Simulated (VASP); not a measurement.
TaN:

```
CELL_PARAMETERS angstrom
0.00000 2.20853 2.20853
2.20853 0.00000 2.20853
2.20853 2.20853 0.00000
ATOMIC_POSITIONS crystal
Ta 0.50000 0.50000 0.50000
N 0.00000 0.00000 0.00000
```

Base run:

| Item | Value |
| --- | --- |
| Program | VASP 6.6.1 |
| Functional | PBE |
| Potentials or basis | VASP PAW PBE potentials, release 64 (Ta_pv, N) |
| Cutoff | 520 eV |
| k mesh | 11 × 11 × 11 |
| Occupations | fermi-dirac, width 0.02 eV |
| Spin | non-collinear spin, zero start, spin-orbit coupling |
| Starting moments | [[0.0, 0.0, 0.0], [0.0, 0.0, 0.0]] μB |

Its results: pressure 1.4 GPa.

Task: The run is repeated on the same cell with these changes: spin from non-collinear spin, zero start, spin-orbit coupling to no spin polarisation; further incar settings from ALGO = Normal; EDIFF = 1e-07; NBANDS = 28 to ALGO = Normal; EDIFF = 1e-08; NBANDS = 15. What comes out?

Result: Pressure 0.8 GPa.
